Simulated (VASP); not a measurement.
# HfTi11O24 (a cell with a defect) in VASP: electric field gradients with PBE

Aim: the electric field gradients of HfTi11O24 (a cell with a defect) with PBE.

Program: VASP 6.6.1. These are calculated values, not measurements. Logs are shortened: lines on timing, memory, paths and dates and some standing lists are left out, and cuts for length are marked.

## 1. The cell of the first run

The cell holds a defect, 36 atoms: a = 6.494 Å, b = 6.494 Å, c = 8.872 Å, α = 90.00°, β = 90.00°, γ = 90.00°.

## 2. Electric field gradients, PBE

INCAR

```
ALGO     = Normal         # electronic algorithm
EDIFF    = 1E-8           # SCF threshold, eV
ENCUT    = 520            # plane-wave cutoff, eV
GGA      = PE             # functional
ISIF     = 2              # what is computed and relaxed
ISMEAR   = -1             # smearing method
LASPH    = True           # aspherical terms in the spheres
LCHARG   = False          # write CHGCAR
LEFG     = True         
LREAL    = Auto         
LWAVE    = False          # write WAVECAR
NBANDS   = 167            # bands
NELM     = 100            # most SCF steps
PREC     = Accurate       # precision mode
SIGMA    = 0.01           # smearing width, eV
```

KPOINTS

```
k-points
0
Gamma
  3 3 2
```

POSCAR

```
HfTi11O24
1.0
    4.5922000000      4.5922000000      0.0000000000
   -4.5922000000      4.5922000000      0.0000000000
    0.0000000000      0.0000000000      8.8722000000
Hf Ti O
1 11 24
Direct
    0.0000000000      0.0000000000      0.0000000000
    0.0000000000      0.0000000000      0.3333333333
    0.0000000000      0.0000000000      0.6666666667
    0.5000000000      0.5000000000      0.0000000000
    0.5000000000      0.5000000000      0.3333333333
    0.5000000000      0.5000000000      0.6666666667
    0.5000000000      0.0000000000      0.1666666667
    0.5000000000      0.0000000000      0.5000000000
    0.5000000000      0.0000000000      0.8333333333
    0.0000000000      0.5000000000      0.1666666667
    0.0000000000      0.5000000000      0.5000000000
    0.0000000000      0.5000000000      0.8333333333
    0.3049600000      0.0000000000      0.0000000000
    0.3049600000      0.0000000000      0.3333333333
    0.3049600000      0.0000000000      0.6666666667
    0.8049600000      0.5000000000      0.0000000000
    0.8049600000      0.5000000000      0.3333333333
    0.8049600000      0.5000000000      0.6666666667
    0.5000000000      0.3049600000      0.1666666667
    0.5000000000      0.3049600000      0.5000000000
    0.5000000000      0.3049600000      0.8333333333
    0.0000000000      0.8049600000      0.1666666667
    0.0000000000      0.8049600000      0.5000000000
    0.0000000000      0.8049600000      0.8333333333
    0.6950400000      0.0000000000      0.0000000000
    0.6950400000      0.0000000000      0.3333333333
    0.6950400000      0.0000000000      0.6666666667
    0.1950400000      0.5000000000      0.0000000000
    0.1950400000      0.5000000000      0.3333333333
    0.1950400000      0.5000000000      0.6666666667
    0.5000000000      0.6950400000      0.1666666667
    0.5000000000      0.6950400000      0.5000000000
    0.5000000000      0.6950400000      0.8333333333
    0.0000000000      0.1950400000      0.1666666667
    0.0000000000      0.1950400000      0.5000000000
    0.0000000000      0.1950400000      0.8333333333
```

Potentials or basis: VASP PAW PBE potentials, release 64 (Hf_pv, Ti_sv, O).

Launch:

```
cat potpaw_PBE.64/Hf_pv/POTCAR potpaw_PBE.64/Ti_sv/POTCAR potpaw_PBE.64/O/POTCAR > POTCAR
mpirun -np 1 vasp_std > vasp.out
```

OUTCAR:

```text
EDIFF = 1E-8
   ENCUT = 520
   GGA = PE
   ISIF = 2
   ISMEAR = -1
   LASPH = True
   LREAL = Auto
   NELM = 100
   PREC = Accurate

 ion  position               nearest neighbor table
   1  0.000  0.000  0.000-  22 1.95  24 1.95  34 1.95  36 1.95  13 1.98  25 1.98   2 2.96   3 2.96

   2  0.000  0.000  0.333-  22 1.95  34 1.95  23 1.95  35 1.95  14 1.98  26 1.98   1 2.96
   3  0.000  0.000  0.667-  24 1.95  36 1.95  35 1.95  23 1.95  15 1.98  27 1.98   1 2.96
   4  0.500  0.500  0.000-  19 1.95  21 1.95  31 1.95  33 1.95  16 1.98  28 1.98
   5  0.500  0.500  0.333-  19 1.95  31 1.95  20 1.95  32 1.95  17 1.98  29 1.98
   6  0.500  0.500  0.667-  21 1.95  33 1.95  32 1.95  20 1.95  18 1.98  30 1.98
   7  0.500  0.000  0.167-  14 1.95  26 1.95  25 1.95  13 1.95  19 1.98  31 1.98
   8  0.500  0.000  0.500-  14 1.95  15 1.95  26 1.95  27 1.95  20 1.98  32 1.98
   9  0.500  0.000  0.833-  15 1.95  27 1.95  25 1.95  13 1.95  21 1.98  33 1.98
  10  0.000  0.500  0.167-  17 1.95  29 1.95  28 1.95  16 1.95  22 1.98  34 1.98
  11  0.000  0.500  0.500-  17 1.95  18 1.95  29 1.95  30 1.95  23 1.98  35 1.98
  12  0.000  0.500  0.833-  18 1.95  30 1.95  28 1.95  16 1.95  24 1.98  36 1.98
  13  0.305  0.000  0.000-   7 1.95   9 1.95   1 1.98
  14  0.305  0.000  0.333-   7 1.95   8 1.95   2 1.98
  15  0.305  0.000  0.667-   9 1.95   8 1.95   3 1.98
  16  0.805  0.500  0.000-  10 1.95  12 1.95   4 1.98
  17  0.805  0.500  0.333-  10 1.95  11 1.95   5 1.98
  18  0.805  0.500  0.667-  12 1.95  11 1.95   6 1.98
[... 16 lines left out ...]
  35  0.000  0.195  0.500-   2 1.95   3 1.95  11 1.98
  36  0.000  0.195  0.833-   3 1.95   1 1.95  12 1.98

  LATTYP: Found a simple tetragonal cell.
 ALAT       =     6.4943515211
 C/A-ratio  =     1.3661410183

  Lattice vectors:

 A1 = (   4.5922000000,   4.5922000000,   0.0000000000)
 A2 = (  -4.5922000000,   4.5922000000,   0.0000000000)
 A3 = (   0.0000000000,   0.0000000000,   8.8722000000)

Analysis of symmetry for initial positions (statically):
=====================================================================
 Subroutine PRICEL returns:
 Original cell was already a primitive cell.

 Routine SETGRP: Setting up the symmetry group for a
 simple tetragonal supercell.

 Subroutine GETGRP returns: Found  8 space group operations
 (whereof  8 operations were pure point group operations)
 out of a pool of 16 trial point group operations.

The static configuration has the point symmetry D_2h.

Analysis of symmetry for dynamics (positions and initial velocities):
=====================================================================
 Subroutine PRICEL returns:
 Original cell was already a primitive cell.

 Routine SETGRP: Setting up the symmetry group for a
 simple tetragonal supercell.

 Subroutine GETGRP returns: Found  8 space group operations
 (whereof  8 operations were pure point group operations)
 out of a pool of 16 trial point group operations.

The dynamic configuration has the point symmetry D_2h.

 Subroutine INISYM returns: Found  8 space group operations
 (whereof  8 operations are pure point group operations),
 and found     1 'primitive' translations

----------------------------------------------------------------------------------------

                                     Primitive cell

  volume of cell :     374.1992

  direct lattice vectors                    reciprocal lattice vectors
     4.592200000  4.592200000  0.000000000     0.108880275  0.108880275  0.000000000
    -4.592200000  4.592200000  0.000000000    -0.108880275  0.108880275  0.000000000
     0.000000000  0.000000000  8.872200000     0.000000000  0.000000000  0.112711616

  length of vectors
     6.494351521  6.494351521  8.872200000     0.153979962  0.153979962  0.112711616

  position of ions in fractional coordinates (direct lattice)
     0.000000000  0.000000000  0.000000000
     0.000000000  0.000000000  0.333333333
     0.000000000  0.000000000  0.666666667
     0.500000000  0.500000000  0.000000000
     0.500000000  0.500000000  0.333333333
     0.500000000  0.500000000  0.666666667
[... 126 lines left out ...]
   EDIFFG = 0.1E-06   stopping-criterion for IOM
   NSW    =      0    number of steps for IOM
   IBRION =     -1    ionic relax: 0-MD 1-quasi-New 2-CG
   NFREE  =      0    steps in history (QN), initial steepest desc. (CG)
   ISIF   =      2    stress and relaxation
   ISYM   =      2    0-nonsym 1-usesym 2-fastsym
   POTIM  = 0.5000    time-step for ionic-motion
   TEBEG  =    0.0;   TEEND  =   0.0 temperature during run
   PSTRESS=    0.0 pullay stress
   NELECT =     286.0000    total number of electrons
   NUPDOWN=      -1.0000    fix difference up-down
   EMIN   =  10.00;   EMAX   =-10.00  energy-range for DOS
   EFERMI =   0.00;   METHOD = LEGACY
   ISMEAR =    -1;   SIGMA  =   0.01  broadening in eV -4-tet -1-fermi 0-gaus
   EFERMI_NEDOS =   21; number of points for ismear=-14 and -15
   IALGO  =     38    algorithm
   IMIX   =      4    mixing-type and parameters
     AMIX     =   0.40;   BMIX     =  1.00
     AMIX_MAG =   1.60;   BMIX_MAG =  1.00
  volume/ion in A,a.u.               =      10.39        70.15
  Fermi-wavevector in a.u.,A,eV,Ry     =   1.496796  2.828534 30.482459  2.240397
  Thomas-Fermi vector in A             =   2.608766
   LORBIT       =      0    0 simple, 1 ext, 2 COOP (PROOUT), +10 PAW based schemes
   GGA     = PE    functional components
[... 5 lines left out ...]
 non-spin polarized calculation
  energy-cutoff  :      520.00
  volume of cell :      374.20
 maximum number of plane-waves:     10086
   NGX = 25   NGY = 25   NGZ = 33

 number of electron     285.9999978 magnetization

 Free energy of the ion-electron system (eV)
  ---------------------------------------------------
  ext. energy  EPLUGINS =         0.00000000
  ---------------------------------------------------
  free energy    TOTEN  =      -324.22456861 eV

  energy without entropy =     -324.22456861  energy(sigma->0) =     -324.22456861

 E-fermi :   4.9687     XC(G=0): -11.4567

 val. band max:        4.7570554289   @ k =   0.0000   0.0000   0.0000
 cond. band min:       6.6477478980   @ k =   0.0000   0.0000   0.0000
 fundamental gap:      1.8906924691
 Fermi energy:         4.9687227711

 k-point     1 :       0.0000    0.0000    0.0000
  band No.  band energies     occupation
      1     -52.1534      2.00000
      2     -52.1441      2.00000
      3     -52.1318      2.00000
      4     -52.1249      2.00000
      5     -52.1160      2.00000
      6     -52.1103      2.00000
[... 1253 lines left out ...]
    154       7.5815      0.00000
    155       7.6054      0.00000
 [bands above 155 left out]

------------------------ aborting loop because EDIFF is reached ----------------------------------------

  FORCE on cell =-STRESS in cart. coord.  units (eV):
  Direction    XX          YY          ZZ          XY          YZ          ZX
  --------------------------------------------------------------------------------------
  -------------------------------------------------------------------------------------
  Total       24.6199226     24.6199226     29.7030995      1.1071982      0.0000000      0.0000000
  in kB      105.4130450    105.4130450    127.1772543      4.7405969      0.0000000      0.0000000
  external PRESSURE =     112.6677814 kB  Pullay stress =       0.0000000 kB

 VOLUME and BASIS-vectors are now :
 -----------------------------------------------------------------------------
  energy-cutoff  :      520.00
  volume of cell :      374.20
      direct lattice vectors                 reciprocal lattice vectors
     4.592200000  4.592200000  0.000000000     0.108880275  0.108880275  0.000000000
    -4.592200000  4.592200000  0.000000000    -0.108880275  0.108880275  0.000000000
     0.000000000  0.000000000  8.872200000     0.000000000  0.000000000  0.112711616

 POSITION                                       TOTAL-FORCE (eV/Angst)
 -----------------------------------------------------------------------------------
      0.00000      0.00000      0.00000        -0.000000      0.000000      0.000000
      0.00000      0.00000      2.95740        -0.000000      0.000000      0.383356
      0.00000      0.00000      5.91480        -0.000000      0.000000     -0.383356
      0.00000      4.59220      0.00000        -0.000000      0.000000      0.000000
      0.00000      4.59220      2.95740        -0.000000      0.000000      0.044192
      0.00000      4.59220      5.91480        -0.000000      0.000000     -0.044192
[... 28 lines left out ...]
     -0.89566      0.89566      4.43610        -0.090379      0.090379      0.000000
     -0.89566      0.89566      7.39350        -1.359323      1.359323     -2.254078
 -----------------------------------------------------------------------------------
    total drift:                               -0.000000      0.000000     -0.000000

  FREE ENERGIE OF THE ION-ELECTRON SYSTEM (eV)
  ---------------------------------------------------
  free  energy   TOTEN  =      -324.2245686117 eV

  energy  without entropy=     -324.2245686116  energy(sigma->0) =     -324.22456861

 Electric field gradients (V/A^2)
---------------------------------------------------------------------
 ion       V_xx      V_yy      V_zz      V_xy      V_xz      V_yz
---------------------------------------------------------------------
   1      72.673    72.673  -145.347     7.115     0.000     0.000
   2      12.052    12.052   -24.104     5.330     0.000    -0.000
   3      12.052    12.052   -24.104     5.330     0.000    -0.000
   4      11.092    11.092   -22.185     3.759     0.000     0.000
   5      10.813    10.813   -21.626     3.233    -0.000     0.000
   6      10.813    10.813   -21.626     3.233    -0.000     0.000
[... 28 lines left out ...]
  35       0.869     0.869    -1.737   -21.102     0.000     0.000
  36       4.713     4.713    -9.427   -18.548   -11.344    11.344
---------------------------------------------------------------------

 Electric field gradients after diagonalization (V/A^2)
 (convention: |V_zz| > |V_xx| > |V_yy|)
----------------------------------------------------------------------
 ion       V_xx      V_yy      V_zz     asymmetry (V_yy - V_xx)/ V_zz
----------------------------------------------------------------------
   1      79.788    65.559  -145.347       0.098
   2      17.382     6.723   -24.104       0.442
   3      17.382     6.723   -24.104       0.442
   4      14.851     7.333   -22.185       0.339
   5      14.046     7.580   -21.626       0.299
   6      14.046     7.580   -21.626       0.299
[... 28 lines left out ...]
  35     -20.234    -1.737    21.971       0.842
  36     -15.985   -13.834    29.820       0.072
----------------------------------------------------------------------

           NMR quadrupolar parameters

 Cq : quadrupolar parameter    Cq=e*Q*V_zz/h
 eta: asymmetry parameters     (V_yy - V_xx)/ V_zz
 Q  : nuclear electric quadrupole moment in mb (millibarn)
----------------------------------------------------------------------
 ion       Cq(MHz)       eta       Q (mb)
----------------------------------------------------------------------
   1      -0.351       0.098       1.000
   2      -0.058       0.442       1.000
   3      -0.058       0.442       1.000
   4      -0.054       0.339       1.000
   5      -0.052       0.299       1.000
   6      -0.052       0.299       1.000
[... 28 lines left out ...]
  35       0.053       0.842       1.000
  36       0.072       0.072       1.000
----------------------------------------------------------------------
```

Wall time 28 min (1 thread of Oxide Virtual Turin-like, shared host); peak memory 0.56 GiB.

What came out:

```yaml
Free_energy: -324.2246 eV
Pressure: 11.3 GPa
Largest_force: 2.962 eV/Å
Band_gap_on_the_k_mesh: 1.89 eV
Largest_electric_field_gradient_by_atom: Hf -145.3; Ti -24.1, -22.2, -21.6, -23.8, -21.7 (each value once); O -15.1, +21.8, +22.5, +22.8, +22.4, +29.8, +22.0 (each value once) V/Å²
```

Forces on the atoms (eV/Å):
```
Hf   0.000  0.000  0.000
Ti   0.000  0.000  0.383
Ti   0.000  0.000 -0.383
Ti   0.000  0.000  0.000
Ti   0.000  0.000  0.044
Ti   0.000  0.000 -0.044
Ti   0.000  0.000 -0.012
Ti   0.000  0.000  0.000
Ti   0.000  0.000  0.012
Ti   0.000  0.000  0.282
Ti   0.000  0.000  0.000
Ti   0.000  0.000 -0.282
O    1.562  1.562  0.000
O   -0.076 -0.076 -0.011
O   -0.076 -0.076  0.011
O   -0.114 -0.114  0.000
O   -0.121 -0.121 -0.003
O   -0.121 -0.121  0.003
O    0.103 -0.103 -0.036
O    0.090 -0.090  0.000
O    0.103 -0.103  0.036
O    1.359 -1.359  2.254
O    0.090 -0.090  0.000
O    1.359 -1.359 -2.254
O   -1.562 -1.562  0.000
O    0.076  0.076 -0.011
O    0.076  0.076  0.011
O    0.114  0.114  0.000
O    0.121  0.121 -0.003
O    0.121  0.121  0.003
O   -0.103  0.103 -0.036
O   -0.090  0.090  0.000
O   -0.103  0.103  0.036
O   -1.359  1.359  2.254
O   -0.090  0.090  0.000
O   -1.359  1.359 -2.254
```

Stress tensor (GPa, compression positive):
```
10.54  0.47  0.00
 0.47 10.54  0.00
 0.00  0.00 12.72
```

Levels at points of the mesh, in eV from the valence-band top:
```
           k point  band 141  band 142  band 143  band 144  band 145  band 146
(0.00, 0.00, 0.00)     -0.45     -0.45      0.00      1.89      1.94      2.08
(0.00, 0.00, 0.50)     -0.59     -0.19     -0.14      2.28      2.36      2.37
```

Electric field gradients, principal values (V/Å²):
| atom | least | middle | greatest (by size) |
| --- | --- | --- | --- |
| 1 Hf | 65.559 | 79.788 | -145.347 |
| 2 Ti | 6.723 | 17.382 | -24.104 |
| 3 Ti | 6.723 | 17.382 | -24.104 |
| 4 Ti | 7.333 | 14.851 | -22.185 |
| 5 Ti | 7.580 | 14.046 | -21.626 |
| 6 Ti | 7.580 | 14.046 | -21.626 |
| 7 Ti | 7.873 | 15.924 | -23.797 |
| 8 Ti | 7.786 | 14.390 | -22.176 |
| 9 Ti | 7.873 | 15.924 | -23.797 |
| 10 Ti | 9.114 | 12.449 | -21.562 |
| 11 Ti | 7.923 | 13.749 | -21.672 |
| 12 Ti | 9.114 | 12.449 | -21.562 |
| 13 O | 3.509 | 11.546 | -15.055 |
| 14 O | -0.710 | -21.072 | 21.782 |
| 15 O | -0.710 | -21.072 | 21.782 |
| 16 O | -1.983 | -20.522 | 22.505 |
| 17 O | -0.302 | -22.509 | 22.812 |
| 18 O | -0.302 | -22.509 | 22.812 |
| 19 O | -1.259 | -21.127 | 22.386 |
| 20 O | -0.977 | -21.507 | 22.484 |
| 21 O | -1.259 | -21.127 | 22.386 |
| 22 O | -13.834 | -15.985 | 29.820 |
| 23 O | -1.737 | -20.234 | 21.971 |
| 24 O | -13.834 | -15.985 | 29.820 |
| 25 O | 3.509 | 11.546 | -15.055 |
| 26 O | -0.710 | -21.072 | 21.782 |
| 27 O | -0.710 | -21.072 | 21.782 |
| 28 O | -1.983 | -20.522 | 22.505 |
| 29 O | -0.302 | -22.509 | 22.812 |
| 30 O | -0.302 | -22.509 | 22.812 |
| 31 O | -1.259 | -21.127 | 22.386 |
| 32 O | -0.977 | -21.507 | 22.484 |
| 33 O | -1.259 | -21.127 | 22.386 |
| 34 O | -13.834 | -15.985 | 29.820 |
| 35 O | -1.737 | -20.234 | 21.971 |
| 36 O | -13.834 | -15.985 | 29.820 |

Caveat: without QUAD_EFG the Cq values of the log hold for a quadrupole moment of 1 mb, not for the nuclei; spin-orbit coupling is left out, which moves the levels of the heavy elements.
